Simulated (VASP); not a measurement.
# Si3Ge (P-4m2) in VASP: notebook

The runs below take Si3Ge through single point, with PBE.

Program: VASP 6.6.1. These are calculated values, not measurements. Logs are shortened: lines on timing, memory, paths and dates and some standing lists are left out, and cuts for length are marked.

## (1) The cell of the first run

Symmetry: P-4m2, No. 115, tetragonal system. Conventional cell: a = 3.951 Å, b = 3.951 Å, c = 5.587 Å, α = 90.00°, β = 90.00°, γ = 90.00°. Within 3.2 Å of Si (site symmetry -4m2) lie 4 Si at 2.40 Å. Within 3.2 Å of Si (site symmetry 2mm) lie 2 Si at 2.40 Å and 2 Ge at 2.44 Å. Within 3.2 Å of Ge (site symmetry -4m2) lie 4 Si at 2.44 Å.

## (2) Single point, PBE (21.80 Å³/atom)

INCAR

```
PREC = Accurate
ENCUT = 520
EDIFF = 1E-7
ISMEAR = 0
SIGMA = 0.02
LREAL = False
LASPH = True
NELM = 80
ALGO = Normal
ISIF = 2
LWAVE = False
LCHARG = False
GGA = PE
NBANDS = 21
```

KPOINTS

```
regular mesh
0
Gamma
  10 10 6
```

POSCAR

```
Si3Ge
1.0
    3.9511149896      0.0000000000      0.0000000000
    0.0000000000      3.9511149896      0.0000000000
    0.0000000000      0.0000000000      5.5868402908
Si Ge
3 1
Direct
    0.5000000000      0.5000000000      0.0000000000
    0.0000000000      0.5000000000      0.7558713849
    0.5000000000      0.0000000000      0.2441286151
    0.0000000000      0.0000000000      0.5000000000
```

Potentials or basis: VASP PAW PBE potentials, release 64 (Si, Ge_d).

Command:

```sh
> cat potpaw_PBE.64/Si/POTCAR potpaw_PBE.64/Ge_d/POTCAR > POTCAR
> mpirun -np 1 vasp_std > vasp.out
```

OUTCAR:

```text
PREC = Accurate
   ENCUT = 520
   EDIFF = 1E-7
   ISMEAR = 0
   LREAL = False
   LASPH = True
   NELM = 80
   ISIF = 2
   GGA = PE

 ion  position               nearest neighbor table
   1  0.500  0.500  0.000-   2 2.40   3 2.40   3 2.40   2 2.40
   2  0.000  0.500  0.756-   1 2.40   1 2.40   4 2.44   4 2.44
   3  0.500  0.000  0.244-   1 2.40   1 2.40   4 2.44   4 2.44
   4  0.000  0.000  0.500-   2 2.44   3 2.44   2 2.44   3 2.44

  LATTYP: Found a simple tetragonal cell.
 ALAT       =     3.9511149896
 C/A-ratio  =     1.4139908116

  Lattice vectors:

 A1 = (   3.9511149896,   0.0000000000,   0.0000000000)
 A2 = (   0.0000000000,   3.9511149896,   0.0000000000)
 A3 = (   0.0000000000,   0.0000000000,   5.5868402908)

Analysis of symmetry for initial positions (statically):
=====================================================================
 Subroutine PRICEL returns:
 Original cell was already a primitive cell.

 Routine SETGRP: Setting up the symmetry group for a
 simple tetragonal supercell.

 Subroutine GETGRP returns: Found  8 space group operations
 (whereof  8 operations were pure point group operations)
 out of a pool of 16 trial point group operations.

The static configuration has the point symmetry D_2d.

Analysis of symmetry for dynamics (positions and initial velocities):
=====================================================================
 Subroutine PRICEL returns:
 Original cell was already a primitive cell.

 Routine SETGRP: Setting up the symmetry group for a
 simple tetragonal supercell.

 Subroutine GETGRP returns: Found  8 space group operations
 (whereof  8 operations were pure point group operations)
 out of a pool of 16 trial point group operations.

The dynamic configuration has the point symmetry D_2d.

 Subroutine INISYM returns: Found  8 space group operations
 (whereof  8 operations are pure point group operations),
 and found     1 'primitive' translations

----------------------------------------------------------------------------------------

                                     Primitive cell

  volume of cell :      87.2179

  direct lattice vectors                    reciprocal lattice vectors
     3.951114990  0.000000000  0.000000000     0.253093115  0.000000000  0.000000000
     0.000000000  3.951114990  0.000000000     0.000000000  0.253093115  0.000000000
     0.000000000  0.000000000  5.586840291     0.000000000  0.000000000  0.178992051

  length of vectors
     3.951114990  3.951114990  5.586840291     0.253093115  0.253093115  0.178992051

  position of ions in fractional coordinates (direct lattice)
     0.500000000  0.500000000  0.000000000
     0.000000000  0.500000000  0.755871385
     0.500000000  0.000000000  0.244128615
     0.000000000  0.000000000  0.500000000

  ion indices of the primitive-cell ions
   primitive index   ion index
                 1           1
                 2           2
                 3           3
                 4           4

----------------------------------------------------------------------------------------

 KPOINTS: regular mesh

Automatic generation of k-mesh.
 Grid dimensions read from file:
 generate k-points for:   10   10    6

 Generating k-lattice:

  Cartesian coordinates                     Fractional coordinates (reciprocal lattice)
     0.025309311  0.000000000  0.000000000     0.100000000  0.000000000  0.000000000
     0.000000000  0.025309311  0.000000000     0.000000000  0.100000000  0.000000000
     0.000000000  0.000000000  0.029832008     0.000000000  0.000000000  0.166666667

  Length of vectors
     0.025309311  0.025309311  0.029832008

  Shift w.r.t. Gamma in fractional coordinates (k-lattice)
     0.000000000  0.000000000  0.000000000

 Subroutine IBZKPT returns following result:
 ===========================================

 Found     84 irreducible k-points:

 Following reciprocal coordinates:
            Coordinates               Weight
  0.000000  0.000000  0.000000      1.000000
  0.100000  0.000000  0.000000      4.000000
  0.200000  0.000000  0.000000      4.000000
  0.300000  0.000000  0.000000      4.000000
  0.400000  0.000000  0.000000      4.000000
  0.500000  0.000000  0.000000      2.000000
[... 16 lines left out ...]
  0.100000  0.000000  0.166667      8.000000
  0.200000  0.000000  0.166667      8.000000
 [... further k-points ...]
   k-points           NKPTS =     84   k-points in BZ     NKDIM =     84   number of bands    NBANDS=     21
   number of dos      NEDOS =    301   number of ions     NIONS =      4
   total plane-waves  NPLWV =  37800
   dimension x,y,z NGX =    30 NGY =   30 NGZ =   42
   dimension x,y,z NGXF=    60 NGYF=   60 NGZF=   84
   ions per type =               3   1
   NGX,Y,Z   is equivalent  to a cutoff of  12.62, 12.62, 12.50 a.u.
   NGXF,Y,Z  is equivalent  to a cutoff of  25.25, 25.25, 25.00 a.u.
 SYSTEM =  unknown system
   PREC   = accura    normal or accurate (medium, high low for compatibility)
   ISTART =      0    job   : 0-new  1-cont  2-samecut
   ICHARG =      2    charge: 1-file 2-atom 10-const
   ISPIN  =      1    spin polarized calculation?
   LNONCOLLINEAR =      F non collinear calculations
   LSORBIT =      F    spin-orbit coupling
   LASPH  =      T    aspherical Exc in radial PAW
   ENCUT  =  520.0 eV  38.22 Ry    6.18 a.u.   7.35  7.35 10.39*2*pi/ulx,y,z
   NELM   =     80;   NELMIN=  2; NELMDL= -5     # of ELM steps
   EDIFF  = 0.1E-06   stopping-criterion for ELM
   LREAL  =      F    real-space projection
   EDIFFG = 0.1E-05   stopping-criterion for IOM
   NSW    =      0    number of steps for IOM
   IBRION =     -1    ionic relax: 0-MD 1-quasi-New 2-CG
   NFREE  =      0    steps in history (QN), initial steepest desc. (CG)
   ISIF   =      2    stress and relaxation
   ISYM   =      2    0-nonsym 1-usesym 2-fastsym
   POTIM  = 0.5000    time-step for ionic-motion
   TEBEG  =    0.0;   TEEND  =   0.0 temperature during run
   PSTRESS=    0.0 pullay stress
   NELECT =      26.0000    total number of electrons
   NUPDOWN=      -1.0000    fix difference up-down
   EMIN   =  10.00;   EMAX   =-10.00  energy-range for DOS
   EFERMI =   0.00;   METHOD = LEGACY
   ISMEAR =     0;   SIGMA  =   0.02  broadening in eV -4-tet -1-fermi 0-gaus
   EFERMI_NEDOS =   21; number of points for ismear=-14 and -15
   IALGO  =     38    algorithm
   IMIX   =      4    mixing-type and parameters
     AMIX     =   0.40;   BMIX     =  1.00
     AMIX_MAG =   1.60;   BMIX_MAG =  1.00
  volume/ion in A,a.u.               =      21.80       147.14
  Fermi-wavevector in a.u.,A,eV,Ry     =   1.093614  2.066631 16.272455  1.195992
  Thomas-Fermi vector in A             =   2.229903
   LORBIT       =      0    0 simple, 1 ext, 2 COOP (PROOUT), +10 PAW based schemes
   GGA     = PE    functional components
   LHFCALC =     F    Hartree Fock is set to
   AEXX    =    0.0000 exact exchange contribution
   IVDW    =     0    specifies the selected vdW correction
   LEPSILON=     F    determine dielectric tensor
   LRPA    =     F    only Hartree local field effects (RPA)
 non-spin polarized calculation
 Gauss-broadening in eV      SIGMA  =   0.02
  energy-cutoff  :      520.00
  volume of cell :       87.22
 maximum number of plane-waves:      2373
 NGX is ok and might be reduce to    30
   NGX = 15   NGY = 15   NGZ = 21

 number of electron      26.0000007 magnetization

 Free energy of the ion-electron system (eV)
  ---------------------------------------------------
  ext. energy  EPLUGINS =         0.00000000
  ---------------------------------------------------
  free energy    TOTEN  =       -20.71610032 eV

  energy without entropy =      -20.71610032  energy(sigma->0) =      -20.71610032

 E-fermi :   5.1950     XC(G=0):  -9.3357

 val. band max:        5.0848437939   @ k =   0.0000   0.0000   0.0000
 cond. band min:       5.5242990126   @ k =   0.5000   0.5000   0.0000
 fundamental gap:      0.4394552187
 Fermi energy:         5.1949645884

 k-point     1 :       0.0000    0.0000    0.0000
  band No.  band energies     occupation
      1     -19.1161      2.00000
      2     -19.1071      2.00000
      3     -19.1071      2.00000
      4     -19.0886      2.00000
      5     -19.0868      2.00000
      6      -6.7406      2.00000
[... 13 lines left out ...]
     20      12.4392      0.00000
     21      12.9999      0.00000

 k-point     2 :       0.1000    0.0000    0.0000
  band No.  band energies     occupation
      1     -19.1155      2.00000
      2     -19.1073      2.00000
      3     -19.1070      2.00000
      4     -19.0884      2.00000
      5     -19.0870      2.00000
      6      -6.6592      2.00000
[... 13 lines left out ...]
     20      12.5452      0.00000
     21      12.8057      0.00000

 k-point     3 :       0.2000    0.0000    0.0000
  band No.  band energies     occupation
      1     -19.1140      2.00000
      2     -19.1081      2.00000
      3     -19.1070      2.00000
      4     -19.0878      2.00000
      5     -19.0875      2.00000
      6      -6.4174      2.00000
[... 13 lines left out ...]
     20      11.8342      0.00000
     21      12.8668      0.00000

 k-point     4 :       0.3000    0.0000    0.0000
  band No.  band energies     occupation
      1     -19.1122      2.00000
      2     -19.1090      2.00000
      3     -19.1069      2.00000
      4     -19.0881      2.00000
      5     -19.0870      2.00000
      6      -6.0241      2.00000
[... 13 lines left out ...]
     20      11.2686      0.00000
     21      12.0194      0.00000

 k-point     5 :       0.4000    0.0000    0.0000
  band No.  band energies     occupation
      1     -19.1109      2.00000
      2     -19.1097      2.00000
      3     -19.1069      2.00000
      4     -19.0885      2.00000
      5     -19.0863      2.00000
      6      -5.5016      2.00000
[... 13 lines left out ...]
     20      11.0312      0.00000
     21      11.4020      0.00000
[... 382 lines left out ...]
     20      14.5223      0.00000
     21      14.6278      0.00000

 k-point    22 :       0.0000    0.0000    0.1667
  band No.  band energies     occupation
      1     -19.1161      2.00000
      2     -19.1071      2.00000
      3     -19.1071      2.00000
      4     -19.0886      2.00000
      5     -19.0868      2.00000
      6      -6.6283      2.00000
[... 13 lines left out ...]
     20      12.3258      0.00000
     21      12.9472      0.00000

 k-point    23 :       0.1000    0.0000    0.1667
  band No.  band energies     occupation
      1     -19.1155      2.00000
      2     -19.1073      2.00000
      3     -19.1070      2.00000
      4     -19.0884      2.00000
      5     -19.0870      2.00000
      6      -6.5477      2.00000
[... 13 lines left out ...]
     20      12.3721      0.00000
     21      12.6118      0.00000

 k-point    24 :       0.2000    0.0000    0.1667
  band No.  band energies     occupation
      1     -19.1140      2.00000
      2     -19.1081      2.00000
      3     -19.1070      2.00000
      4     -19.0878      2.00000
      5     -19.0875      2.00000
      6      -6.3090      2.00000
[... 13 lines left out ...]
     20      11.7785      0.00000
     21      11.7833      0.00000

 [... further k-points ...]
[... 5 lines left out ...]
  --------------------------------------------------------------------------------------
  -------------------------------------------------------------------------------------
  Total       -1.2706302     -1.2706302     -1.2629947      0.0000000      0.0000000      0.0000000
  in kB      -23.3412527    -23.3412527    -23.2009900      0.0000000      0.0000000      0.0000000
  external PRESSURE =     -23.2944985 kB  Pullay stress =       0.0000000 kB

 VOLUME and BASIS-vectors are now :
 -----------------------------------------------------------------------------
  energy-cutoff  :      520.00
  volume of cell :       87.22
      direct lattice vectors                 reciprocal lattice vectors
     3.951114990  0.000000000  0.000000000     0.253093115  0.000000000  0.000000000
     0.000000000  3.951114990  0.000000000     0.000000000  0.253093115  0.000000000
     0.000000000  0.000000000  5.586840291     0.000000000  0.000000000  0.178992051

 POSITION                                       TOTAL-FORCE (eV/Angst)
 -----------------------------------------------------------------------------------
      1.97556      1.97556      0.00000         0.000000     -0.000000      0.000000
      0.00000      1.97556      4.22293         0.000000      0.000000      0.004608
      1.97556      0.00000      1.36391         0.000000     -0.000000     -0.004608
      0.00000      0.00000      2.79342        -0.000000     -0.000000      0.000000
 -----------------------------------------------------------------------------------
    total drift:                                0.000000      0.000000      0.000000

  FREE ENERGIE OF THE ION-ELECTRON SYSTEM (eV)
  ---------------------------------------------------
  free  energy   TOTEN  =       -20.7161003250 eV

  energy  without entropy=      -20.7161003250  energy(sigma->0) =      -20.71610032
```

It took 48 s on 1 thread of AMD EPYC 9R45 (Zen 5), shared host; peak memory 0.25 GiB.

What came out:

- Free energy: -20.7161 eV
- Pressure: -2.3 GPa
- Largest force: 0.005 eV/Å
- Band gap on the k mesh: 0.44 eV (least direct gap 0.73 eV)

Forces in eV/Å, atoms in the order of the input:
```
Si   0.000  0.000  0.000
Si   0.000  0.000  0.005
Si   0.000  0.000 -0.005
Ge   0.000  0.000  0.000
```

A k mesh can miss the band edges.

## (3) Single point, PBE (22.44 Å³/atom)

This run uses another cell than the first one, of 22.44 Å³/atom.

INCAR, as its differences from that of step 2:

```diff
@@ -2,3 +2,3 @@
 ENCUT = 520
-EDIFF = 1E-7
+EDIFF = 1E-6
 ISMEAR = 0
```

KPOINTS is that of step 2.

POSCAR

```
Si3Ge
1.0
    3.9891088106      0.0000000000      0.0000000000
    0.0000000000      3.9891088106      0.0000000000
    0.0000000000      0.0000000000      5.6405632046
Si Ge
3 1
Direct
    0.5000000000      0.5000000000      0.0000000000
    0.0000000000      0.5000000000      0.7558713849
    0.5000000000      0.0000000000      0.2441286151
    0.0000000000      0.0000000000      0.5000000000
```

Potentials or basis: VASP PAW PBE potentials, release 64 (Si, Ge_d).

Command:

```sh
> cat potpaw_PBE.64/Si/POTCAR potpaw_PBE.64/Ge_d/POTCAR > POTCAR
> mpirun -np 1 vasp_std > vasp.out
```

OUTCAR:

```text
PREC = Accurate
   ENCUT = 520
   EDIFF = 1E-6
   ISMEAR = 0
   LREAL = False
   LASPH = True
   NELM = 80
   ISIF = 2
   GGA = PE

 ion  position               nearest neighbor table
   1  0.500  0.500  0.000-   2 2.42   3 2.42   3 2.42   2 2.42
   2  0.000  0.500  0.756-   1 2.42   1 2.42   4 2.46   4 2.46
   3  0.500  0.000  0.244-   1 2.42   1 2.42   4 2.46   4 2.46
   4  0.000  0.000  0.500-   2 2.46   3 2.46   2 2.46   3 2.46

  LATTYP: Found a simple tetragonal cell.
 ALAT       =     3.9891088106
[... 768 lines left out ...]
     21      11.4512      0.00000

 [... further k-points ...]
[... 5 lines left out ...]
  --------------------------------------------------------------------------------------
  -------------------------------------------------------------------------------------
  Total       -2.3849986     -2.3849986     -2.3720698      0.0000000      0.0000000      0.0000000
  in kB      -42.5720416    -42.5720416    -42.3412630      0.0000000      0.0000000      0.0000000
  external PRESSURE =     -42.4951154 kB  Pullay stress =       0.0000000 kB

 VOLUME and BASIS-vectors are now :
 -----------------------------------------------------------------------------
  energy-cutoff  :      520.00
  volume of cell :       89.76
      direct lattice vectors                 reciprocal lattice vectors
     3.989108811  0.000000000  0.000000000     0.250682558  0.000000000  0.000000000
     0.000000000  3.989108811  0.000000000     0.000000000  0.250682558  0.000000000
     0.000000000  0.000000000  5.640563205     0.000000000  0.000000000  0.177287261

 POSITION                                       TOTAL-FORCE (eV/Angst)
 -----------------------------------------------------------------------------------
      1.99455      1.99455      0.00000         0.000000     -0.000000      0.000000
      0.00000      1.99455      4.26354        -0.000000      0.000000      0.009766
      1.99455      0.00000      1.37702        -0.000000     -0.000000     -0.009766
      0.00000      0.00000      2.82028        -0.000000      0.000000      0.000000
 -----------------------------------------------------------------------------------
    total drift:                               -0.000000      0.000000      0.000000

  FREE ENERGIE OF THE ION-ELECTRON SYSTEM (eV)
  ---------------------------------------------------
  free  energy   TOTEN  =       -20.6639321685 eV

  energy  without entropy=      -20.6639321685  energy(sigma->0) =      -20.66393217
```

OSZICAR:

```text
N       E                     dE             d eps       ncg     rms          rms(c)
DAV:   1     0.159335016833E+03    0.15934E+03   -0.11879E+04  4125   0.189E+03
DAV:   2     0.188010097177E+01   -0.15745E+03   -0.15011E+03  3857   0.510E+02
DAV:   3    -0.200201617538E+02   -0.21900E+02   -0.21705E+02  4242   0.106E+02
DAV:   4    -0.208740225828E+02   -0.85386E+00   -0.85304E+00  4366   0.227E+01
DAV:   5    -0.208942447524E+02   -0.20222E-01   -0.20221E-01  4475   0.385E+00    0.565E+00
DAV:   6    -0.207374453415E+02    0.15680E+00   -0.81003E-02  4180   0.183E+00    0.340E+00
DAV:   7    -0.206606960414E+02    0.76749E-01   -0.15981E-01  3972   0.218E+00    0.207E-01
DAV:   8    -0.206629179952E+02   -0.22220E-02   -0.11991E-02  4267   0.958E-01    0.127E-01
DAV:   9    -0.206638150541E+02   -0.89706E-03   -0.15586E-03  4131   0.260E-01    0.757E-02
DAV:  10    -0.206638914294E+02   -0.76375E-04   -0.95974E-05  4333   0.673E-02    0.379E-02
DAV:  11    -0.206639321533E+02   -0.40724E-04   -0.78410E-05  3903   0.487E-02    0.997E-03
DAV:  12    -0.206639321685E+02   -0.15170E-07   -0.23208E-06  4053   0.150E-02
   1 F= -.20663932E+02 E0= -.20663932E+02  d E =-.350263E-12
```

Wall time 42 s (1 thread of AMD EPYC 9R45 (Zen 5), shared host); peak memory 0.25 GiB.

What came out:

| Quantity | Value |
| --- | --- |
| Free energy | -20.6639 eV |
| Pressure | -4.2 GPa |
| Largest force | 0.010 eV/Å |
| Band gap on the k mesh | 0.49 eV (least direct gap 0.77 eV) |

Forces in eV/Å, atoms in the order of the input:
```
Si   0.000  0.000  0.000
Si   0.000  0.000  0.010
Si   0.000  0.000 -0.010
Ge   0.000  0.000  0.000
```

Caveat: the cell stands under tension. A k mesh can miss the band edges.
